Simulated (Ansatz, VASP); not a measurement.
Given: the input of a run of Ansatz 0.2.0 on BiTe.

The input input.yaml:

```yaml
crystal:
  lattice:
    - [0.0, 3.235, 3.235]
    - [3.235, 0.0, 3.235]
    - [3.235, 3.235, 0.0]
  atoms:
    - { symbol: Bi, position: [0.0, 0.0, 0.0] }
    - { symbol: Te, position: [0.5, 0.5, 0.5] }
hamiltonian:
  xc:
    exchange: pbe
    correlation: pbe
    exx: { coeff: 0.1, omega: 0.2078699 }
  pseudopotentials: { kind: paw }
kpoints:
  mp_grid: { grid: [4, 4, 4] }
scf:
  occupations: { method: fermi_dirac, width: 0.05 }
output:
  forces: true
  stress: true
  eigenvalues: true
```

Potentials or basis: Ansatz PAW.

The run is started by

```console
$ ansatz run input.yaml --threads 2 --pin off --max-ram 5632MiB --backend cpu --events-out ev --progress --plain --runs-dir out
```

Translate it to VASP 6.6.1. Potentials there: VASP PAW PBE potentials, release 64 (Bi_d, Te).

As run (the cutoff follows the program's own potentials):

The input POSCAR:

```
BiTe
1.0
    0.0000000000      3.2350000000      3.2350000000
    3.2350000000      0.0000000000      3.2350000000
    3.2350000000      3.2350000000      0.0000000000
Bi Te
1 1
Direct
    0.0000000000      0.0000000000      0.0000000000
    0.5000000000      0.5000000000      0.5000000000
```

Contents of INCAR.step1:

```
SYSTEM = BiTe
ALGO = Normal
EDIFF = 1E-5
ENCUT = 520
GGA = PE
ISIF = 2
ISMEAR = -1
LASPH = .True.
LCHARG = .False.
LREAL = .False.
LWAVE = .True.
NBANDS = 18
NELM = 100
PREC = Accurate
SIGMA = 0.05
```

Contents of INCAR.step2:

```
SYSTEM = BiTe
AEXX = 0.1
ALGO = Normal
EDIFF = 1E-7
ENCUT = 520
GGA = PE
HFSCREEN = 0.2078699
ISIF = 2
ISMEAR = -1
ISTART = 1
LASPH = .True.
LCHARG = .False.
LHFCALC = .True.
LREAL = .False.
LWAVE = .False.
NBANDS = 18
NELM = 100
PREC = Accurate
PRECFOCK = Normal
SIGMA = 0.05
```

The input KPOINTS:

```
k-points
0
Gamma
  4 4 4
  0 0 0
```

Potentials or basis: VASP PAW PBE potentials, release 64 (Bi_d, Te).

The run is started by

```console
$ cat potpaw_PBE.64/Bi_d/POTCAR potpaw_PBE.64/Te/POTCAR > POTCAR
$ cp INCAR.step1 INCAR
$ mpirun -np 1 vasp_std > vasp.out
$ cp INCAR.step2 INCAR
$ mpirun -np 1 vasp_std > vasp.out
```

Both were run:

|  | VASP | Ansatz | Ansatz less VASP |
| --- | --- | --- | --- |
| gap on the k mesh at the Fermi level (eV) | none | none | - |
| pressure (GPa) | -0.2 | -0.1 | +0.08 |

VASP's potentials were made for PBE, not for PBE-based screened hybrid. A gap of «none» marks a metal or a gap that the smearing closes. VASP's potentials hold 21 valence electrons a cell and Ansatz's 31, so a difference there can come from the potentials and not from the codes.

The k mesh is coarse, so the values compare programs but aren't converged. Spin-orbit coupling is off throughout.
